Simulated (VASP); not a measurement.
# RbNa2 (R-3m) in VASP: further runs

Runs on RbNa2. Level: PBE. Tasks: single point.

All numbers are computed with VASP 6.6.1; they aren't measurements. Logs are shortened: lines on timing, memory, paths and dates and some standing lists are left out, and cuts for length are marked.

## (1) The cell of the first run

Symmetry: R-3m, No. 166, trigonal system. The conventional cell has a = 3.921 Å, b = 3.921 Å, c = 20.033 Å, α = 90.00°, β = 90.00°, γ = 120.00°. Within 3.6 Å of Rb (site symmetry -3m) lie 6 Na at 2.70 Å. Na (site symmetry 3m) has 3 Rb at 2.70 Å and 9 Na at 3.70 to 3.92 Å within 4.0 Å.

The cell was generated, and may not be a known phase.

## (2) Single point, PBE

Contents of INCAR:

```
PREC = Accurate
ENCUT = 520
EDIFF = 1E-7
ISMEAR = 0
SIGMA = 0.1
LREAL = False
LASPH = True
NELM = 60
ALGO = Fast
ISIF = 2
LWAVE = False
LCHARG = True
GGA = PE
LELF = True
LVHAR = True
NBANDS = 18
```

Contents of KPOINTS:

```
Automatic mesh
0
Gamma
  6 6 6
```

Contents of POSCAR:

```
RbNa2
1.0
    1.9607332700      1.1320298800      6.6778161600
   -1.9607332700      1.1320298800      6.6778161600
    0.0000000000     -2.2640597600      6.6778161600
Rb Na
1 2
Direct
    0.0000000000      0.0000000000      0.0000000000
    0.2602920800      0.2602920800      0.2602920800
    0.7397079200      0.7397079200      0.7397079200
```

Potentials or basis: VASP PAW PBE potentials, release 64 (Rb_sv, Na_pv).

The run is started by

```bash
$ cat potpaw_PBE.64/Rb_sv/POTCAR potpaw_PBE.64/Na_pv/POTCAR > POTCAR
$ mpirun -np 1 vasp_std > vasp.out
```

OUTCAR:

```text
PREC = Accurate
   ENCUT = 520
   EDIFF = 1E-7
   ISMEAR = 0
   LREAL = False
   LASPH = True
   NELM = 60
   ISIF = 2
   GGA = PE

 ion  position               nearest neighbor table
   1  0.000  0.000  0.000-   3 2.70   2 2.70   3 2.70   3 2.70   2 2.70   2 2.70
   2  0.260  0.260  0.260-   1 2.70   1 2.70   1 2.70
   3  0.740  0.740  0.740-   1 2.70   1 2.70   1 2.70

  LATTYP: Found a trigonal (rhomboedric) cell.
 ALAT       =     7.0511839624
 COS(alpha) =     0.8453524869

  Lattice vectors:

 A1 = (   1.9607332700,   1.1320298800,   6.6778161600)
 A2 = (  -1.9607332700,   1.1320298800,   6.6778161600)
 A3 = (   0.0000000000,  -2.2640597600,   6.6778161600)

Analysis of symmetry for initial positions (statically):
=====================================================================
 Subroutine PRICEL returns:
 Original cell was already a primitive cell.

 Routine SETGRP: Setting up the symmetry group for a
 trigonal (rhombohedral) supercell.

 Subroutine GETGRP returns: Found 12 space group operations
 (whereof 12 operations were pure point group operations)
 out of a pool of 12 trial point group operations.

The static configuration has the point symmetry D_3d.

Analysis of symmetry for dynamics (positions and initial velocities):
=====================================================================
 Subroutine PRICEL returns:
 Original cell was already a primitive cell.

 Routine SETGRP: Setting up the symmetry group for a
 trigonal (rhombohedral) supercell.

 Subroutine GETGRP returns: Found 12 space group operations
 (whereof 12 operations were pure point group operations)
 out of a pool of 12 trial point group operations.

The dynamic configuration has the point symmetry D_3d.

 Subroutine INISYM returns: Found 12 space group operations
 (whereof 12 operations are pure point group operations),
 and found     1 'primitive' translations

----------------------------------------------------------------------------------------

                                     Primitive cell

  volume of cell :      88.9328

  direct lattice vectors                    reciprocal lattice vectors
     1.960733270  1.132029880  6.677816160     0.255006638  0.147228151  0.049916518
    -1.960733270  1.132029880  6.677816160    -0.255006638  0.147228151  0.049916518
     0.000000000 -2.264059760  6.677816160     0.000000000 -0.294456303  0.049916518

  length of vectors
     7.051183962  7.051183962  7.051183962     0.298657284  0.298657284  0.298657284

[... 84 lines left out ...]
   EDIFFG = 0.1E-05   stopping-criterion for IOM
   NSW    =      0    number of steps for IOM
   IBRION =     -1    ionic relax: 0-MD 1-quasi-New 2-CG
   NFREE  =      0    steps in history (QN), initial steepest desc. (CG)
   ISIF   =      2    stress and relaxation
   ISYM   =      2    0-nonsym 1-usesym 2-fastsym
   POTIM  = 0.5000    time-step for ionic-motion
   TEBEG  =    0.0;   TEEND  =   0.0 temperature during run
   PSTRESS=    0.0 pullay stress
   NELECT =      23.0000    total number of electrons
   NUPDOWN=      -1.0000    fix difference up-down
   EMIN   =  10.00;   EMAX   =-10.00  energy-range for DOS
   EFERMI =   0.00;   METHOD = LEGACY
   ISMEAR =     0;   SIGMA  =   0.10  broadening in eV -4-tet -1-fermi 0-gaus
   EFERMI_NEDOS =   21; number of points for ismear=-14 and -15
   IALGO  =     68    algorithm
   IMIX   =      4    mixing-type and parameters
     AMIX     =   0.40;   BMIX     =  1.00
     AMIX_MAG =   1.60;   BMIX_MAG =  1.00
  volume/ion in A,a.u.               =      29.64       200.05
  Fermi-wavevector in a.u.,A,eV,Ry     =   1.043030  1.971041 14.801931  1.087911
  Thomas-Fermi vector in A             =   2.177721
   LORBIT       =      0    0 simple, 1 ext, 2 COOP (PROOUT), +10 PAW based schemes
   GGA     = PE    functional components
   LHFCALC =     F    Hartree Fock is set to
   AEXX    =    0.0000 exact exchange contribution
   IVDW    =     0    specifies the selected vdW correction
   LEPSILON=     F    determine dielectric tensor
   LRPA    =     F    only Hartree local field effects (RPA)
 non-spin polarized calculation
 RMM-DIIS sequential band-by-band and
 Gauss-broadening in eV      SIGMA  =   0.10
  energy-cutoff  :      520.00
  volume of cell :       88.93
 maximum number of plane-waves:      2436
 NGX is ok and might be reduce to    54
   NGX = 27   NGY = 27   NGZ = 27

 number of electron      23.0000001 magnetization

 Free energy of the ion-electron system (eV)
  ---------------------------------------------------
  ext. energy  EPLUGINS =         0.00000000
  ---------------------------------------------------
  free energy    TOTEN  =         0.88494474 eV

  energy without entropy =        0.88865517  energy(sigma->0) =        0.88679996

 E-fermi :   2.2433     XC(G=0):  -7.6779

 val. band max:        2.1357757458   @ k =   0.3333   0.1667   0.0000
 cond. band min:       2.3018968880   @ k =   0.3333   0.3333  -0.0000
 fundamental gap:      0.1661211422
 Fermi energy:         2.2433249480

 k-point     1 :       0.0000    0.0000    0.0000
  band No.  band energies     occupation
      1     -27.5890      2.00000
      2     -23.9770      2.00000
      3     -23.9770      2.00000
      4     -23.9751      2.00000
      5     -23.9751      2.00000
      6     -23.9388      2.00000
[... 481 lines left out ...]
      5     -23.9593      2.00000
      6     -23.9465      2.00000
[... 10 lines left out ...]
     17       6.8154      0.00000
     18       7.1349      0.00000

 [... further k-points ...]

------------------------ aborting loop because EDIFF is reached ----------------------------------------

  FORCE on cell =-STRESS in cart. coord.  units (eV):
  Direction    XX          YY          ZZ          XY          YZ          ZX
  --------------------------------------------------------------------------------------
  -------------------------------------------------------------------------------------
  Total        8.5804375      8.5804375      5.2791944     -0.0000000      0.0000000     -0.0000000
  in kB      154.5816348    154.5816345     95.1077961     -0.0000000      0.0000000     -0.0000000
  external PRESSURE =     134.7570218 kB  Pullay stress =       0.0000000 kB

 VOLUME and BASIS-vectors are now :
 -----------------------------------------------------------------------------
  energy-cutoff  :      520.00
  volume of cell :       88.93
      direct lattice vectors                 reciprocal lattice vectors
     1.960733270  1.132029880  6.677816160     0.255006638  0.147228151  0.049916518
    -1.960733270  1.132029880  6.677816160    -0.255006638  0.147228151  0.049916518
     0.000000000 -2.264059760  6.677816160     0.000000000 -0.294456303  0.049916518

 POSITION                                       TOTAL-FORCE (eV/Angst)
 -----------------------------------------------------------------------------------
      0.00000      0.00000      0.00000         0.000000      0.000000      0.000000
      0.00000      0.00000      5.21455         0.000000      0.000000     -2.497273
      0.00000      0.00000     14.81890         0.000000     -0.000000      2.497273
 -----------------------------------------------------------------------------------
    total drift:                               -0.000000     -0.000000      0.000000

  FREE ENERGIE OF THE ION-ELECTRON SYSTEM (eV)
  ---------------------------------------------------
  free  energy   TOTEN  =         0.8849447411 eV

  energy  without entropy=        0.8886551707  energy(sigma->0) =        0.88679996
```

stdout:

```text
POSCAR found type information on POSCAR RbNa
 POSCAR found :  2 types and       3 ions
 scaLAPACK will be used
 LDA part: xc-table for (Slater+PW92), standard interpolation
[... 15 lines left out ...]
 num prob  num prob  num prob  num prob  num prob  num prob  num prob  num prob RMM:  23     0.884945312658E+00   -0.23127E-06   -0.19594E-06   950   0.189E-03    0.130E-03
 num prob  num prob  num prob  num prob  num prob  num prob  num prob  num prob RMM:  24     0.884945081357E+00   -0.23130E-06   -0.22371E-06   887   0.162E-03    0.125E-03
 num prob  num prob  num prob  num prob  num prob  num prob  num prob  num prob  num prob  num prob RMM:  25     0.884944965254E+00   -0.11610E-06   -0.12163E-06   824   0.139E-03    0.134E-03
 num prob  num prob RMM:  26     0.884944810790E+00   -0.15446E-06   -0.14803E-06   741   0.123E-03    0.134E-03
 num prob  num prob  num prob  num prob  num prob  num prob  num prob  num prob RMM:  27     0.884944741092E+00   -0.69698E-07   -0.77637E-07   683   0.111E-03
```

Run time: 2.6 min. Hardware: 1 thread of Intel Xeon 6975P-C (Granite Rapids), shared host; peak memory 0.41 GiB.

Results:

* Free energy: 0.8849 eV
* Pressure: 13.5 GPa
* Largest force: 2.497 eV/Å
* Band gap on the k mesh: zero (an odd number of electrons rules out a gap without spin polarisation)

Forces on the atoms (eV/Å):
```
Rb   0.000  0.000  0.000
Na   0.000  0.000 -2.497
Na   0.000  0.000  2.497
```

Caveat: the stress differs along the axes, from 10 to 15 GPa; forces of over 1 eV/Å act on the atoms, so gaps and moduli don't describe the material at rest.

## (3) Single point, PBE

This run uses another cell than the first one, of 55.94 Å³/atom.

Contents of INCAR:

```
SYSTEM = RbNa2
ALGO = Fast
EDIFF = 1E-6
ENCUT = 520
GGA = PE
ISIF = 2
ISMEAR = 0
LASPH = .TRUE.
LCHARG = .FALSE.
LREAL = .FALSE.
LWAVE = .FALSE.
NBANDS = 18
NELM = 100
PREC = Accurate
SIGMA = 0.1
```

Contents of KPOINTS:

```
k-points
0
G
  6 6 6
  0 0 0
```

Contents of POSCAR:

```
RbNa2
1.0
    2.2667337076      1.3086993163      9.4291047022
   -2.2667337076      1.3086993163      9.4291047022
    0.0000000000     -2.6173986325      9.4291047022
Rb Na
1 2
Direct
    0.0000000000      0.0000000000      0.0000000000
    0.2103949374      0.2103949374      0.2103949374
    0.7896050626      0.7896050626      0.7896050626
```

Potentials or basis: VASP PAW PBE potentials, release 64 (Rb_sv, Na_pv).

The run is started by

```bash
$ cat potpaw_PBE.64/Rb_sv/POTCAR potpaw_PBE.64/Na_pv/POTCAR > POTCAR
$ mpirun -np 1 vasp_std > vasp.out
```

Wall time 6 min (1 thread of Intel Xeon 6975P-C (Granite Rapids), shared host); peak memory 0.97 GiB.

It converged, with:

```yaml
Free_energy: -3.3235 eV
Pressure: -0.1 GPa
Largest_force: 0.003 eV/Å
Band_gap_on_the_k_mesh: zero (an odd number of electrons rules out a gap without spin polarisation)
```

Forces in eV/Å, atoms in the order of the input:
```
Rb   0.000  0.000  0.000
Na   0.000  0.000  0.003
Na   0.000  0.000 -0.003
```

Stress tensor (GPa, compression positive):
```
-0.23  0.00  0.00
 0.00 -0.23  0.00
 0.00  0.00  0.03
```

Levels at points of the mesh, in eV from the Fermi level:
| k point | band 8 | band 9 | band 10 | band 11 | band 12 | band 13 | band 14 | band 15 | band 16 | band 17 |
| --- | --- | --- | --- | --- | --- | --- | --- | --- | --- | --- |
| (0.00, 0.00, 0.00) | -12.90 | -12.85 | -12.85 | -2.61 | -0.84 | -0.66 | 2.77 | 3.96 | 3.96 | 4.39 |
| (0.50, 0.00, 0.00) | -13.06 | -12.90 | -12.87 | -0.23 | 0.09 | 0.82 | 1.24 | 1.38 | 2.65 | 3.45 |
| (0.50, 0.50, 0.00) | -13.06 | -12.90 | -12.87 | -0.01 | 0.05 | 0.43 | 0.97 | 1.93 | 2.88 | 3.16 |
| (0.50, 0.50, 0.50) | -12.90 | -12.85 | -12.85 | -2.26 | -1.96 | 0.99 | 1.38 | 3.95 | 3.95 | 5.24 |

## (4) Single point, PBE

This run uses another cell than the first one, of 53.67 Å³/atom.

Contents of INCAR:

```
PREC = Accurate
ENCUT = 520
EDIFF = 1E-6
ISMEAR = 0
SIGMA = 0.1
LREAL = False
LASPH = True
NELM = 80
ALGO = Fast
ISIF = 2
LWAVE = False
LCHARG = False
GGA = PE
NBANDS = 18
```

Contents of KPOINTS:

```
regular mesh
0
Gamma
  12 12 12
```

Contents of POSCAR:

```
RbNa2
1.0
    2.1625665564      1.2485583835      9.9383758294
   -2.1625665564      1.2485583835      9.9383758294
    0.0000000000     -2.4971167670      9.9383758294
Rb Na
1 2
Direct
    0.0000000000      0.0000000000      0.0000000000
    0.2128128898      0.2128128898      0.2128128898
    0.7871871102      0.7871871102      0.7871871102
```

The run is started by

```bash
$ cat potpaw_PBE.64/Rb_sv/POTCAR potpaw_PBE.64/Na_pv/POTCAR > POTCAR
$ mpirun -np 1 vasp_std > vasp.out
```

Run time: 28 min. Hardware: 1 thread of Intel Xeon 6975P-C (Granite Rapids), shared host; peak memory 1.3 GiB.

The run converged. Its results:

| Quantity | Value |
| --- | --- |
| Free energy | -3.3232 eV |
| Pressure | 0.0 GPa |
| Band gap on the k mesh | zero (an odd number of electrons rules out a gap without spin polarisation) |

Levels at points of the mesh, in eV from the Fermi level:
| k point | band 10 | band 11 | band 12 | band 13 | band 14 | band 15 |
| --- | --- | --- | --- | --- | --- | --- |
| (0.00, 0.00, 0.00) | -12.85 | -2.70 | -1.09 | -0.94 | 2.22 | 3.75 |
| (0.50, 0.00, 0.00) | -12.89 | -0.09 | 0.19 | 0.75 | 1.29 | 1.30 |
| (0.50, 0.50, 0.00) | -12.89 | 0.05 | 0.21 | 0.45 | 1.04 | 1.75 |
| (0.50, 0.50, 0.50) | -12.85 | -2.39 | -2.11 | 0.58 | 0.93 | 4.10 |

## (5) Single point, PBE

This run uses another cell than the first one, of 54.04 Å³/atom.

Contents of INCAR:

```
  ALGO = Fast
  EDIFF = 1E-6
  ENCUT = 520
  GGA = PE
  ISIF = 2
  ISMEAR = -1
  LASPH = True
  LCHARG = True
  LELF = True
  LREAL = False
  LVHAR = True
  LWAVE = False
  NBANDS = 18
  NELM = 100
  PREC = Accurate
  SIGMA = 0.15
```

Contents of KPOINTS:

```
k-points
0
Gamma
  12 12 12
```

Contents of POSCAR:

```
RbNa2
1.0
    2.1763521467      1.2565174978      9.8809857698
   -2.1763521467      1.2565174978      9.8809857698
    0.0000000000     -2.5130349955      9.8809857698
Rb Na
1 2
Direct
    0.0000000000      0.0000000000      0.0000000000
    0.2125333024      0.2125333024      0.2125333024
    0.7874666976      0.7874666976      0.7874666976
```

The run is started by

```bash
$ cat potpaw_PBE.64/Rb_sv/POTCAR potpaw_PBE.64/Na_pv/POTCAR > POTCAR
$ mpirun -np 1 vasp_std > vasp.out
```

It took 28 min on 1 thread of Intel Xeon 6975P-C (Granite Rapids), shared host; peak memory 1.3 GiB.

The run converged. Its results:

* Free energy: -3.3843 eV
* Pressure: 0.0 GPa
* Band gap on the k mesh: zero (an odd number of electrons rules out a gap without spin polarisation)

Levels at points of the mesh, in eV from the Fermi level:
```tsv
k point	band 9	band 10	band 11	band 12	band 13	band 14	band 15	band 16
(0.00, 0.00, 0.00)	-12.81	-12.81	-2.66	-1.03	-0.87	2.32	3.86	4.12
(0.50, 0.00, 0.00)	-12.88	-12.85	-0.07	0.21	0.79	1.32	1.33	2.62
(0.50, 0.50, 0.00)	-12.88	-12.85	0.08	0.22	0.48	1.07	1.81	2.76
(0.50, 0.50, 0.50)	-12.81	-12.81	-2.34	-2.06	0.67	1.02	4.12	4.12
```

## (6) The runs side by side

| cell | k mesh | smearing | further INCAR settings | gap on the mesh (eV) | pressure (GPa) |
| --- | --- | --- | --- | --- | --- |
| a = 7.051 Å, angles 32.3°, 3 atoms, atomic positions A | 6 × 6 × 6 | gaussian 0.1 eV | ALGO = Fast; EDIFF = 1e-07; NBANDS = 18 | none | 13.5 |
| a = 9.786 Å, angles 26.8°, 3 atoms, atomic positions B | 6 × 6 × 6 | gaussian 0.1 eV | ALGO = Fast; EDIFF = 1e-06; NBANDS = 18 | none | -0.1 |
| a = 10.247 Å, angles 24.4°, 3 atoms, atomic positions C | 12 × 12 × 12 | gaussian 0.1 eV | ALGO = Fast; EDIFF = 1e-06; NBANDS = 18 | none | 0.0 |
| a = 10.196 Å, angles 24.7°, 3 atoms, atomic positions D | 12 × 12 × 12 | fermi-dirac 0.15 eV | ALGO = Fast; EDIFF = 1e-06; NBANDS = 18 | none | 0.0 |

Alike in all rows: task single point; level PBE; potentials or basis VASP PAW PBE potentials, release 64 (Rb_sv, Na_pv); no spin polarisation; cutoff (eV) 520.

Caveats: the stress differs along the axes, from 10 to 15 GPa (at least some runs); forces of over 1 eV/Å act on the atoms, so gaps and moduli don't describe the material at rest (at least some runs).

Absolute energies hang on the potentials; compare differences alone.

The gap in the log of VASP goes by the Fermi energy; the results here count the filled bands.